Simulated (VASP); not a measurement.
Wanted: the native input for a VASP 6.6.1 run.

| Item | Value |
| --- | --- |
| Task | single point |
| Functional | r2SCAN |
| Potentials or basis | VASP PAW PBE potentials, release 64 (Sb) |
| Cutoff | 520 eV |
| k mesh | 8 × 8 × 8 |
| Occupations | fermi-dirac, width 0.02 eV |
| Spin | no spin polarisation |
| Dipole correction | no |
| Further INCAR settings | ALGO = Normal; EDIFF = 1e-06; NBANDS = 12 |

Sb:

```xyz
2
Lattice="2.1647 1.2498 3.8274 -2.1647 1.2498 3.8274 0.0000 -2.4996 3.8274" Properties=species:S:1:pos:R:3 pbc="T T T"
Sb    0.0000    0.0000    2.6583
Sb    0.0000    0.0000    8.8239
```

These files were run (other wordings do the same):

POSCAR

```
Sb
1.0
    2.1647005704      1.2497904571      3.8274116321
   -2.1647005704      1.2497904571      3.8274116321
    0.0000000000     -2.4995809141      3.8274116321
Sb
2
Direct
    0.2315156446      0.2315156446      0.2315156446
    0.7684843554      0.7684843554      0.7684843554
```

INCAR.step1

```
SYSTEM = Sb
ALGO = Normal
EDIFF = 1E-4
ENCUT = 520
GGA = PE
ISMEAR = -1
LASPH = .True.
LCHARG = .False.
LREAL = .False.
LWAVE = .True.
NBANDS = 12
NELM = 80
PREC = Accurate
SIGMA = 0.02
```

INCAR.step2

```
SYSTEM = Sb
ALGO = Normal
EDIFF = 1E-6
ENCUT = 520
ISIF = 2
ISMEAR = -1
ISTART = 1
LASPH = .True.
LCHARG = .False.
LMIXTAU = .True.
LREAL = .False.
LWAVE = .False.
METAGGA = R2SCAN
NBANDS = 12
NELM = 80
PREC = Accurate
SIGMA = 0.02
```

KPOINTS

```
k-points
0
Gamma
  8 8 8
  0 0 0
```

Potentials or basis: VASP PAW PBE potentials, release 64 (Sb).

Run with:

```sh
$ cat potpaw_PBE.64/Sb/POTCAR > POTCAR
$ cp INCAR.step1 INCAR
$ mpirun -np 1 vasp_std > vasp.out
$ cp INCAR.step2 INCAR
$ mpirun -np 1 vasp_std > vasp.out
```

Results of the run:

The pressure is 0.9 GPa, the largest force is 0.114 eV/Å and the band gap on the k mesh is zero (band 5 reaches 7.06 eV, above the bottom of band 6 at 6.81 eV).

Caveat: the PAW data sets were made with another functional, which shifts forces and pressure a little; spin-orbit coupling is left out, which moves the levels of the heavy elements.

Wall time 2.3 min on 1 thread of Intel(R) Xeon(R) Platinum 8488C (Sapphire Rapids), with other jobs on the host, peak memory 0.23 GiB.
